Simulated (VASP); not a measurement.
# AlN (P6_3mc) in VASP: a series of runs

AlN is run at these levels: PBE; tasks: relaxation of the atoms.

All numbers are computed with VASP 6.6.1; they aren't measurements. Logs are shortened: lines on timing, memory, paths and dates and some standing lists are left out, and cuts for length are marked.

**Measured values to compare with.**

From “Structural and optical properties of self-assembled AlN nanowires grown on SiO2/Si substrates by molecular beam epitaxy”, 2024, arxiv:2402.00216, for a bulk crystal of AlN at 0 K: band gap 6.0343 eV (an exciton energy, a little under the gap).

From “Self-assembly of well-separated AlN nanowires directly on sputtered metallic TiN films”, 2019, arxiv:1910.07391, for a bulk crystal of AlN at 10 K: band gap 6.034 eV (an exciton energy, a little under the gap).

How close the calculation comes is told below.

### 1 The cell of the first run

It takes space group P6_3mc (No. 186, hexagonal). The conventional cell has a = 3.130 Å, b = 3.130 Å, c = 5.017 Å, α = 90.00°, β = 90.00°, γ = 120.00°. Al (site symmetry 3m) has 4 N at 1.90 to 1.91 Å within 2.5 Å. Within 2.5 Å of N (site symmetry 3m) lie 4 Al at 1.90 to 1.91 Å.

### 2 Relaxation of the atoms, PBE

INCAR reads:

```
  PREC = Accurate
  ENCUT = 520
  EDIFF = 1E-6
  ISMEAR = 0
  SIGMA = 0.05
  LREAL = F
  LASPH = T
  NELM = 80
  ALGO = Normal
  ISIF = 2
  LWAVE = F
  LCHARG = F
  GGA = PE
  IBRION = 2
  NSW = 50
  EDIFFG = -0.01
```

KPOINTS reads:

```
regular mesh
0
Gamma
  9 9 6
```

POSCAR reads:

```
AlN
1.0
    3.1298889828      0.0000000000      0.0000000000
   -1.5649444914      2.7105633702      0.0000000000
    0.0000000000      0.0000000000      5.0169562961
Al N
2 2
Direct
    0.3333333333      0.6666666667      0.0017290859
    0.6666666667      0.3333333333      0.5017290859
    0.3333333333      0.6666666667      0.3832709141
    0.6666666667      0.3333333333      0.8832709141
```

Potentials or basis: VASP PAW PBE potentials, release 64 (Al, N).

Started as:

```
$ cat potpaw_PBE.64/Al/POTCAR potpaw_PBE.64/N/POTCAR > POTCAR
$ mpirun -np 1 vasp_std > vasp.out
```

OUTCAR:

```text
PREC = Accurate
   ENCUT = 520
   EDIFF = 1E-6
   ISMEAR = 0
   LREAL = F
   LASPH = T
   NELM = 80
   ISIF = 2
   GGA = PE
   IBRION = 2
   NSW = 50
   EDIFFG = -0.01

 ion  position               nearest neighbor table
   1  0.333  0.667  0.002-   4 1.90   4 1.90   4 1.90   3 1.91   2 3.09   2 3.09   2 3.09   2 3.09
                             2 3.09   2 3.09
   2  0.667  0.333  0.502-   3 1.90   3 1.90   3 1.90   4 1.91   1 3.09   1 3.09   1 3.09   1 3.09
                             1 3.09   1 3.09
   3  0.333  0.667  0.383-   2 1.90   2 1.90   2 1.90   1 1.91
   4  0.667  0.333  0.883-   1 1.90   1 1.90   1 1.90   2 1.91

  LATTYP: Found a hexagonal cell.
 ALAT       =     3.1298889828
 C/A-ratio  =     1.6029182900

  Lattice vectors:

 A1 = (   3.1298889828,   0.0000000000,   0.0000000000)
 A2 = (  -1.5649444914,   2.7105633702,   0.0000000000)
 A3 = (   0.0000000000,   0.0000000000,   5.0169562961)

Analysis of symmetry for initial positions (statically):
=====================================================================
 Subroutine PRICEL returns:
 Original cell was already a primitive cell.

 Routine SETGRP: Setting up the symmetry group for a
 hexagonal supercell.

 Subroutine GETGRP returns: Found 12 space group operations
 (whereof  6 operations were pure point group operations)
 out of a pool of 24 trial point group operations.

The static configuration has the point symmetry C_3v.
 The point group associated with its full space group is C_6v.

Analysis of symmetry for dynamics (positions and initial velocities):
=====================================================================
 Subroutine PRICEL returns:
 Original cell was already a primitive cell.

 Routine SETGRP: Setting up the symmetry group for a
 hexagonal supercell.

 Subroutine GETGRP returns: Found 12 space group operations
 (whereof  6 operations were pure point group operations)
 out of a pool of 24 trial point group operations.

The dynamic configuration has the point symmetry C_3v.
 The point group associated with its full space group is C_6v.

 Subroutine INISYM returns: Found 12 space group operations
 (whereof  6 operations are pure point group operations),
 and found     1 'primitive' translations

----------------------------------------------------------------------------------------

                                     Primitive cell

  volume of cell :      42.5627

[... 106 lines left out ...]
   EFERMI =   0.00;   METHOD = LEGACY
   ISMEAR =     0;   SIGMA  =   0.05  broadening in eV -4-tet -1-fermi 0-gaus
   EFERMI_NEDOS =   21; number of points for ismear=-14 and -15
   IALGO  =     38    algorithm
   IMIX   =      4    mixing-type and parameters
     AMIX     =   0.40;   BMIX     =  1.00
     AMIX_MAG =   1.60;   BMIX_MAG =  1.00
  volume/ion in A,a.u.               =      10.64        71.81
  Fermi-wavevector in a.u.,A,eV,Ry     =   1.181513  2.232736 18.993370  1.395973
  Thomas-Fermi vector in A             =   2.317785
   LORBIT       =      0    0 simple, 1 ext, 2 COOP (PROOUT), +10 PAW based schemes
   GGA     = PE    functional components
   LHFCALC =     F    Hartree Fock is set to
   AEXX    =    0.0000 exact exchange contribution
   IVDW    =     0    specifies the selected vdW correction
   LEPSILON=     F    determine dielectric tensor
   LRPA    =     F    only Hartree local field effects (RPA)
 conjugate gradient relaxation of ions
 non-spin polarized calculation
 Gauss-broadening in eV      SIGMA  =   0.05
  energy-cutoff  :      520.00
  volume of cell :       42.56
 maximum number of plane-waves:      1170
 NGX is ok and might be reduce to    24
   NGX = 11   NGY = 11   NGZ = 19

 number of electron      15.9999998 magnetization

 Free energy of the ion-electron system (eV)
  ---------------------------------------------------
  ext. energy  EPLUGINS =         0.00000000
  ---------------------------------------------------
  free energy    TOTEN  =       -29.78050115 eV

  energy without entropy =      -29.78050115  energy(sigma->0) =      -29.78050115

 E-fermi :   6.2473     XC(G=0): -10.8288

 val. band max:        5.9685279225   @ k =   0.0000   0.0000   0.0000
 cond. band min:      10.0152122157   @ k =   0.0000   0.0000   0.0000
 fundamental gap:      4.0466842932
 Fermi energy:         6.2472611871

 k-point     1 :       0.0000    0.0000    0.0000
  band No.  band energies     occupation
      1      -9.1018      2.00000
      2      -7.0174      2.00000
      3       0.0612      2.00000
      4       5.1223      2.00000
      5       5.1223      2.00000
      6       5.7652      2.00000
      7       5.7652      2.00000
      8       5.9685      2.00000
      9      10.0152      0.00000
     10      12.4792      0.00000
     11      16.4285      0.00000
     12      16.9970      0.00000
[... 331 lines left out ...]
 k-point    24 :       0.3333    0.3333    0.1667
  band No.  band energies     occupation
      1      -6.6594      2.00000
      2      -6.6594      2.00000
      3       1.3533      2.00000
      4       1.8359      2.00000
      5       1.8359      2.00000
      6       3.3259      2.00000
      7       4.1169      2.00000
      8       4.1169      2.00000
      9      11.4055      0.00000
     10      14.1911      0.00000
     11      14.9692      0.00000
     12      14.9692      0.00000

 [... further k-points ...]

------------------------ aborting loop because EDIFF is reached ----------------------------------------

  FORCE on cell =-STRESS in cart. coord.  units (eV):
  Direction    XX          YY          ZZ          XY          YZ          ZX
  --------------------------------------------------------------------------------------
  -------------------------------------------------------------------------------------
  Total       -0.0532892     -0.0532892     -0.0284933      0.0000000      0.0000000      0.0000000
  in kB       -2.0059537     -2.0059537     -1.0725659      0.0000000      0.0000000      0.0000000
  external PRESSURE =      -1.6948245 kB  Pullay stress =       0.0000000 kB

 VOLUME and BASIS-vectors are now :
 -----------------------------------------------------------------------------
  energy-cutoff  :      520.00
  volume of cell :       42.56
      direct lattice vectors                 reciprocal lattice vectors
     3.129888983  0.000000000  0.000000000     0.319500150  0.184463498  0.000000000
    -1.564944491  2.710563370  0.000000000     0.000000000  0.368926995  0.000000000
     0.000000000  0.000000000  5.016956296     0.000000000  0.000000000  0.199324041

 POSITION                                       TOTAL-FORCE (eV/Angst)
 -----------------------------------------------------------------------------------
     -0.00000      1.80704      0.00867         0.000000      0.000000     -0.000538
      1.56494      0.90352      2.51715         0.000000      0.000000     -0.000538
     -0.00000      1.80704      1.92285         0.000000      0.000000      0.000538
      1.56494      0.90352      4.43133        -0.000000     -0.000000      0.000538
 -----------------------------------------------------------------------------------
    total drift:                               -0.000000      0.000000      0.000607

  FREE ENERGIE OF THE ION-ELECTRON SYSTEM (eV)
  ---------------------------------------------------
  free  energy   TOTEN  =       -29.7805011506 eV

  energy  without entropy=      -29.7805011506  energy(sigma->0) =      -29.78050115

 reached required accuracy - stopping structural energy minimisation
```

OSZICAR:

```text
N       E                     dE             d eps       ncg     rms          rms(c)
DAV:   1     0.516881816502E+02    0.51688E+02   -0.75311E+03  1152   0.118E+03
DAV:   2    -0.304091584153E+02   -0.82097E+02   -0.75598E+02  1676   0.222E+02
DAV:   3    -0.344229328978E+02   -0.40138E+01   -0.39934E+01  1516   0.539E+01
DAV:   4    -0.344578083752E+02   -0.34875E-01   -0.34866E-01  1320   0.572E+00
DAV:   5    -0.344583266291E+02   -0.51825E-03   -0.51824E-03  1476   0.708E-01    0.121E+01
DAV:   6    -0.297740242573E+02    0.46843E+01   -0.17023E+01  1384   0.314E+01    0.421E+00
DAV:   7    -0.297915646849E+02   -0.17540E-01   -0.62756E-01  1268   0.628E+00    0.287E+00
DAV:   8    -0.297847506540E+02    0.68140E-02   -0.77743E-02  1320   0.294E+00    0.486E-01
DAV:   9    -0.297800028753E+02    0.47478E-02   -0.20303E-02  1452   0.106E+00    0.242E-01
DAV:  10    -0.297805685126E+02   -0.56564E-03   -0.23143E-03  1308   0.369E-01    0.129E-01
DAV:  11    -0.297804995405E+02    0.68972E-04   -0.20596E-04  1396   0.115E-01    0.329E-02
DAV:  12    -0.297805014357E+02   -0.18953E-05   -0.84567E-06  1228   0.298E-02    0.935E-03
DAV:  13    -0.297805011506E+02    0.28512E-06   -0.58527E-06  1388   0.179E-02
   1 F= -.29780501E+02 E0= -.29780501E+02  d E =-.297805E+02
```

Wall time 12 s (1 thread of Intel Xeon Platinum 8488C (Sapphire Rapids), shared host); peak memory 0.16 GiB.

Results:

```
Free energy             : -29.7805 eV
Pressure after relaxing : -0.2 GPa
Band gap on the k mesh  : 4.05 eV
```

Stress tensor (GPa, compression positive):
```
-0.20  0.00  0.00
 0.00 -0.20  0.00
 0.00  0.00 -0.11
```

Final structure:
```cif
data_structure
_symmetry_space_group_name_H-M 'P 1'
_symmetry_Int_Tables_number 1
_cell_length_a 3.1299
_cell_length_b 3.1299
_cell_length_c 5.0170
_cell_angle_alpha 90.000
_cell_angle_beta 90.000
_cell_angle_gamma 120.000
_cell_volume 42.56
loop_
_atom_site_label
_atom_site_type_symbol
_atom_site_fract_x
_atom_site_fract_y
_atom_site_fract_z
_atom_site_occupancy
Al1 Al 0.33333 0.66667 0.00173 1
Al2 Al 0.66667 0.33333 0.50173 1
N1 N 0.33333 0.66667 0.38327 1
N2 N 0.66667 0.33333 0.88327 1
```

Levels at points of the mesh, in eV from the valence-band top:
```
           k point  band 6  band 7  band 8  band 9  band 10  band 11
(0.00, 0.00, 0.00)   -0.20   -0.20    0.00    4.05     6.51    10.46
(0.00, 0.00, 0.50)   -0.53   -0.53   -0.53    6.31     6.31    10.17
```

### 3 Relaxation of the atoms, PBE

INCAR reads:

```
SYSTEM = AlN
ALGO = Normal
EDIFF = 1E-6
EDIFFG = -0.01
ENCUT = 520
GGA = PE
IBRION = 2
ISIF = 2
ISMEAR = 0
LASPH = .TRUE.
LCHARG = .FALSE.
LREAL = .FALSE.
LWAVE = .FALSE.
NELM = 100
NSW = 50
PREC = Accurate
SIGMA = 0.05
```

KPOINTS reads:

```
k-points
0
G
  9 9 6
  0 0 0
```

POSCAR is that of step 2.

Potentials or basis: VASP PAW PBE potentials, release 64 (Al, N).

Started as:

```
$ cat potpaw_PBE.64/Al/POTCAR potpaw_PBE.64/N/POTCAR > POTCAR
$ mpirun -np 1 vasp_std > vasp.out
```

OUTCAR:

```text
SYSTEM = AlN
   EDIFF = 1E-6
   EDIFFG = -0.01
   ENCUT = 520
   GGA = PE
   IBRION = 2
   ISIF = 2
   ISMEAR = 0
   LASPH = .TRUE.
   LREAL = .FALSE.
   NELM = 100
   NSW = 50
   PREC = Accurate

 ion  position               nearest neighbor table
   1  0.333  0.667  0.002-   4 1.90   4 1.90   4 1.90   3 1.91   2 3.09   2 3.09   2 3.09   2 3.09
                             2 3.09   2 3.09
   2  0.667  0.333  0.502-   3 1.90   3 1.90   3 1.90   4 1.91   1 3.09   1 3.09   1 3.09   1 3.09
                             1 3.09   1 3.09
   3  0.333  0.667  0.383-   2 1.90   2 1.90   2 1.90   1 1.91
   4  0.667  0.333  0.883-   1 1.90   1 1.90   1 1.90   2 1.91

  LATTYP: Found a hexagonal cell.
 ALAT       =     3.1298889828
 C/A-ratio  =     1.6029182900

  Lattice vectors:

 A1 = (   3.1298889828,   0.0000000000,   0.0000000000)
 A2 = (  -1.5649444914,   2.7105633702,   0.0000000000)
 A3 = (   0.0000000000,   0.0000000000,   5.0169562961)

[... 195 lines left out ...]
      5       5.1223      2.00000
      6       5.7652      2.00000
      7       5.7652      2.00000
      8       5.9685      2.00000
      9      10.0152      0.00000
     10      12.4792      0.00000
     11      16.4285      0.00000
     12      16.9970      0.00000
[... 331 lines left out ...]
 k-point    24 :       0.3333    0.3333    0.1667
  band No.  band energies     occupation
      1      -6.6594      2.00000
      2      -6.6594      2.00000
      3       1.3533      2.00000
      4       1.8359      2.00000
      5       1.8359      2.00000
      6       3.3259      2.00000
      7       4.1169      2.00000
      8       4.1169      2.00000
      9      11.4055      0.00000
     10      14.1911      0.00000
     11      14.9692      0.00000
     12      14.9692      0.00000

 [... further k-points ...]

------------------------ aborting loop because EDIFF is reached ----------------------------------------

  FORCE on cell =-STRESS in cart. coord.  units (eV):
  Direction    XX          YY          ZZ          XY          YZ          ZX
  --------------------------------------------------------------------------------------
  -------------------------------------------------------------------------------------
  Total       -0.0532892     -0.0532892     -0.0284933      0.0000000      0.0000000      0.0000000
  in kB       -2.0059537     -2.0059537     -1.0725659      0.0000000      0.0000000      0.0000000
  external PRESSURE =      -1.6948245 kB  Pullay stress =       0.0000000 kB

 VOLUME and BASIS-vectors are now :
 -----------------------------------------------------------------------------
  energy-cutoff  :      520.00
  volume of cell :       42.56
      direct lattice vectors                 reciprocal lattice vectors
     3.129888983  0.000000000  0.000000000     0.319500150  0.184463498  0.000000000
    -1.564944491  2.710563370  0.000000000     0.000000000  0.368926995  0.000000000
     0.000000000  0.000000000  5.016956296     0.000000000  0.000000000  0.199324041

 POSITION                                       TOTAL-FORCE (eV/Angst)
 -----------------------------------------------------------------------------------
     -0.00000      1.80704      0.00867         0.000000      0.000000     -0.000538
      1.56494      0.90352      2.51715         0.000000      0.000000     -0.000538
     -0.00000      1.80704      1.92285         0.000000      0.000000      0.000538
      1.56494      0.90352      4.43133        -0.000000     -0.000000      0.000538
 -----------------------------------------------------------------------------------
    total drift:                               -0.000000      0.000000      0.000607

  FREE ENERGIE OF THE ION-ELECTRON SYSTEM (eV)
  ---------------------------------------------------
  free  energy   TOTEN  =       -29.7805011506 eV

  energy  without entropy=      -29.7805011506  energy(sigma->0) =      -29.78050115

 reached required accuracy - stopping structural energy minimisation
```

OSZICAR:

```text
N       E                     dE             d eps       ncg     rms          rms(c)
DAV:   1     0.516881816502E+02    0.51688E+02   -0.75311E+03  1152   0.118E+03
DAV:   2    -0.304091584153E+02   -0.82097E+02   -0.75598E+02  1676   0.222E+02
DAV:   3    -0.344229328978E+02   -0.40138E+01   -0.39934E+01  1516   0.539E+01
DAV:   4    -0.344578083752E+02   -0.34875E-01   -0.34866E-01  1320   0.572E+00
DAV:   5    -0.344583266291E+02   -0.51825E-03   -0.51824E-03  1476   0.708E-01    0.121E+01
DAV:   6    -0.297740242573E+02    0.46843E+01   -0.17023E+01  1384   0.314E+01    0.421E+00
DAV:   7    -0.297915646849E+02   -0.17540E-01   -0.62756E-01  1268   0.628E+00    0.287E+00
DAV:   8    -0.297847506540E+02    0.68140E-02   -0.77743E-02  1320   0.294E+00    0.486E-01
DAV:   9    -0.297800028753E+02    0.47478E-02   -0.20303E-02  1452   0.106E+00    0.242E-01
DAV:  10    -0.297805685126E+02   -0.56564E-03   -0.23143E-03  1308   0.369E-01    0.129E-01
DAV:  11    -0.297804995405E+02    0.68972E-04   -0.20596E-04  1396   0.115E-01    0.329E-02
DAV:  12    -0.297805014357E+02   -0.18953E-05   -0.84567E-06  1228   0.298E-02    0.935E-03
DAV:  13    -0.297805011506E+02    0.28512E-06   -0.58527E-06  1388   0.179E-02
   1 F= -.29780501E+02 E0= -.29780501E+02  d E =-.297805E+02
```

CONTCAR:

```text
AlN
   1.00000000000000
     3.1298889827999998    0.0000000000000000    0.0000000000000000
    -1.5649444913999999    2.7105633702000000    0.0000000000000000
     0.0000000000000000    0.0000000000000000    5.0169562961000000
  Al              N
     2     2
Direct
     0.3333333332999970    0.6666666667000030    0.0017290859000028
     0.6666666667000030    0.3333333332999970    0.5017290859000028
     0.3333333332999970    0.6666666667000030    0.3832709141000024
     0.6666666667000030    0.3333333332999970    0.8832709141000024

  0.00000000E+00  0.00000000E+00  0.00000000E+00
  0.00000000E+00  0.00000000E+00  0.00000000E+00
  0.00000000E+00  0.00000000E+00  0.00000000E+00
  0.00000000E+00  0.00000000E+00  0.00000000E+00
```

Wall time 12 s (1 thread of Intel Xeon Platinum 8488C (Sapphire Rapids), shared host); peak memory 0.16 GiB.

What came out:

- Free energy: -29.7805 eV
- Pressure after relaxing: -0.2 GPa
- Band gap on the k mesh: 4.05 eV

Stress tensor (GPa, compression positive):
```
-0.20  0.00  0.00
 0.00 -0.20  0.00
 0.00  0.00 -0.11
```

Final structure:
```
Al N
1.0
     3.12989    0.00000    0.00000
    -1.56494    2.71056    0.00000
     0.00000    0.00000    5.01696
Al N
2 2
Direct
  0.33333 0.66667 0.00173
  0.66667 0.33333 0.50173
  0.33333 0.66667 0.38327
  0.66667 0.33333 0.88327
```

### 4 Relaxation of the atoms, PBE

This run uses another cell than the first one, of 10.85 Å³/atom.

INCAR reads:

```
SYSTEM = AlN
ALGO = Normal ; EDIFF = 1E-7
EDIFFG = -0.01 ; ENCUT = 520
GGA = PE ; IBRION = 2
ISIF = 2 ; ISMEAR = 0
LASPH = .True. ; LCHARG = .False.
LREAL = .False. ; LWAVE = .False.
NELM = 60 ; NSW = 50
PREC = Accurate ; SIGMA = 0.05
```

KPOINTS reads:

```
k-points
0
Gamma
  9 9 6
  0 0 0
```

POSCAR reads:

```
AlN
1.0
    3.0986000000      0.0000000000      0.0000000000
   -1.5493000000      2.6834663162      0.0000000000
    0.0000000000      0.0000000000      5.2176000000
Al N
2 2
Direct
    0.3333333333      0.6666666667      0.0017290859
    0.6666666667      0.3333333333      0.5017290859
    0.3333333333      0.6666666667      0.3832709141
    0.6666666667      0.3333333333      0.8832709141
```

Started as:

```
$ cat potpaw_PBE.64/Al/POTCAR potpaw_PBE.64/N/POTCAR > POTCAR
$ mpirun -np 1 vasp_std > vasp.out
```

Wall time 26 s (1 thread of Intel Xeon Platinum 8488C (Sapphire Rapids), shared host); peak memory 0.16 GiB.

The run converged. Its results:

- Free energy: -29.7102 eV
- Energy gained by relaxing: 3.7 meV/atom
- Ionic steps: 3
- Pressure after relaxing: -3.3 GPa
- Band gap on the k mesh: 3.85 eV

Stress tensor (GPa, compression positive):
```
  1.52   0.00   0.00
  0.00   1.52   0.00
  0.00   0.00 -12.92
```

The path:
```csv
step,energy change (eV),largest force (eV/Å),pressure (GPa)
1,0.0000,0.3777,-2.79
2,-0.0148,0.0179,-3.28
3,-0.0148,0.0004,-3.29
```

Final structure:
```yaml
crystal:
  lattice:
    - [3.09860, 0.00000, 0.00000]
    - [-1.54930, 2.68347, 0.00000]
    - [0.00000, 0.00000, 5.21760]
  atoms:
    - { symbol: Al, position: [0.33333, 0.66667, 0.00538] }
    - { symbol: Al, position: [0.66667, 0.33333, 0.50538] }
    - { symbol: N, position: [0.33333, 0.66667, 0.37962] }
    - { symbol: N, position: [0.66667, 0.33333, 0.87962] }
```

Levels at points of the mesh, in eV from the valence-band top:
| k point | band 6 | band 7 | band 8 | band 9 | band 10 | band 11 |
| --- | --- | --- | --- | --- | --- | --- |
| (0.00, 0.00, 0.00) | -0.20 | 0.00 | 0.00 | 3.85 | 6.88 | 10.04 |
| (0.00, 0.00, 0.50) | -0.26 | -0.26 | -0.26 | 6.34 | 6.34 | 9.87 |

[end of part 1 of 2]
